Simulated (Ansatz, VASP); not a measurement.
Au in VASP and in Ansatz

File INCAR:

```
PREC = Accurate
ENCUT = 520
EDIFF = 1E-6
ISMEAR = 0
SIGMA = 0.15
LREAL = F
LASPH = T
NELM = 60
ALGO = Normal
ISIF = 2
LWAVE = F
LCHARG = F
GGA = PS
NBANDS = 12
```

File KPOINTS:

```
regular mesh
0
Gamma
  20 20 20
```

File POSCAR:

```
Au
1.0
    0.0000000000      2.0148175000      2.0455000000
    2.0148175000      0.0000000000      2.0455000000
    2.0148175000      2.0148175000      0.0000000000
Au
1
Direct
    0.0000000000      0.0000000000      0.0000000000
```

Input for Ansatz:

```yaml
crystal:
  lattice:
    - [0.0, 2.0148175, 2.0455]
    - [2.0148175, 0.0, 2.0455]
    - [2.0148175, 2.0148175, 0.0]
  atoms:
    - { symbol: Au, position: [0.0, 0.0, 0.0] }
basis:
  ecutwfc: 420
kpoints:
  mp_grid: { grid: [20, 20, 20] }
hamiltonian:
  xc: pbesol
scf:
  occupations: { method: gaussian, width: 0.15 }
output:
  forces: true
  stress: true
  eigenvalues: true
  write_density: true
  write_potential: true
  elf: true
  volumetric_format: npy
```

Change from the starting cell: strain -0.015 along x and y, +0.000 along z, atoms carried along.

Alike in both runs: task single point; functional PBEsol; k mesh 20 × 20 × 20; occupations gaussian, width 0.15 eV; no spin polarisation.

```csv
,VASP,Ansatz
version,VASP 6.6.1,Ansatz 0.2.0
potentials or method,"VASP PAW PBE potentials, release 64 (Au), cutoff 520 eV","scalar-relativistic, plane waves, PAW"
valence electrons in the cell,11,19
```

VASP gave:

| Item | Value |
| --- | --- |
| gap on the k mesh at the Fermi level (eV) | none |
| pressure (GPa) | 4.3 |
| traceless stress, the component that is largest in VASP (GPa) | -0.36 |

Q: Which values does Ansatz return?

A: gap on the k mesh at the Fermi level (eV): none; pressure (GPa): 4.6; traceless stress, the component that is largest in VASP (GPa): -0.36.

VASP's potentials were made for PBE, not for PBEsol. A gap of «none» marks a metal or a gap that the smearing closes. VASP's potentials hold 11 valence electrons a cell and Ansatz's 19, so a difference there can come from the potentials and not from the codes.

Spin-orbit coupling is off throughout.
